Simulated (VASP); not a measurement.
## LiF (kk07): vibrations by perturbation theory with LDA

LiF (kk07):

```
CELL_PARAMETERS angstrom
0.00000 1.95375 1.95375
1.95375 0.00000 1.95375
1.95375 1.95375 0.00000
ATOMIC_POSITIONS crystal
Li 0.00000 0.00000 0.00000
F 0.50000 0.50000 0.50000
```

- Program: VASP 6.6.1
- Task: vibrations by perturbation theory
- Functional: LDA
- Potentials or basis: VASP PAW LDA potentials, release 64 (Li_sv, F)
- Cutoff: 520 eV
- k mesh: 14 × 14 × 14
- Occupations: gaussian, width 0.01 eV
- Spin: no spin polarisation
- Dipole correction: no
- Further INCAR settings: ALGO = Normal; EDIFF = 1e-08; IBRION = 8; NSW = 1

```json
{
  "Electronic dielectric tensor (diagonal)": "2.11",
  "Born charges (mean of the diagonal)": "Li +1.04; F -1.04 e",
  "Highest phonon frequency at Γ, LO-TO splitting left out": "345 cm⁻¹"
}
```

Phonon frequencies in cm⁻¹ (negative: imaginary):
```tsv
q point	frequencies
(0.000, 0.000, 0.000)	0 0 0 345 345 345
```

Electronic dielectric tensor:
```
2.11 0.00 0.00
0.00 2.11 0.00
0.00 0.00 2.11
```

Born effective charge tensors (e):
atom 1, Li
```
1.04 0.00 0.00
0.00 1.04 0.00
0.00 0.00 1.04
```
atom 2, F
```
-1.04  0.00  0.00
 0.00 -1.04  0.00
 0.00  0.00 -1.04
```

Run time: 6.7 min on 1 thread of Intel(R) Xeon(R) Platinum 8259CL CPU @ 2.50GHz (Skylake/Cascade Lake), with other jobs on the host, peak memory 0.2 GiB.
